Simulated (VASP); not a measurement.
Set up this calculation in VASP 6.6.1, as the native input.

| Item | Value |
| --- | --- |
| Task | single point |
| Functional | PBE |
| Potentials or basis | VASP PAW PBE potentials, release 64 (Fe, Pt) |
| Cutoff | 520 eV |
| k mesh | 18 × 18 × 18 |
| Occupations | gaussian, width 0.1 eV |
| Spin | collinear spin, ferromagnetic start |
| Starting moments | [3.57, 0.77] μB |
| Fixed moment | 4 μB |
| Dipole correction | no |
| Further INCAR settings | ALGO = Normal; EDIFF = 1e-07; NBANDS = 20 |

The structure of FePt lies in POSCAR:

```
FePt
1.0
   -1.8829287842     -1.8829287842     -3.8139328513
   -1.8829287842     -3.8139328513     -1.8829287842
   -3.8139328513     -1.8829287842     -1.8829287842
Fe Pt
1 1
Direct
    0.0000000000      0.0000000000      0.0000000000
    0.5000000000      0.5000000000      0.5000000000
```

The input as run:

INCAR

```
SYSTEM = FePt
ALGO = Normal
EDIFF = 1E-7
ENCUT = 520
GGA = PE
ISIF = 2
ISMEAR = 0
ISPIN = 2
LASPH = .True.
LCHARG = .True.
LELF = .True.
LMAXMIX = 4
LORBIT = 11
LREAL = .False.
LVHAR = .True.
LWAVE = .False.
MAGMOM = 3.57 0.77
NBANDS = 20
NELM = 150
NUPDOWN = 4.0
PREC = Accurate
SIGMA = 0.1
```

KPOINTS

```
k-points
0
Gamma
  18 18 18
  0 0 0
```

Potentials or basis: VASP PAW PBE potentials, release 64 (Fe, Pt).

The run is started by

```sh
$ cat potpaw_PBE.64/Fe/POTCAR potpaw_PBE.64/Pt/POTCAR > POTCAR
$ mpirun -np 1 vasp_std > vasp.out
```

Results of the run:

The pressure is 5.9 GPa. The net moment is 4.00 μB per cell, the site moments are Fe +3.21; Pt +0.70 μB and the valence electrons inside the program's atomic spheres are Fe 6.92; Pt 9.41.

Caveat: the total moment is fixed, so each spin has its own Fermi level.

Run time: 19 min on 1 thread of AMD EPYC 9R45 96-Core Processor (Zen 5) (shared host), peak memory 0.62 GiB.
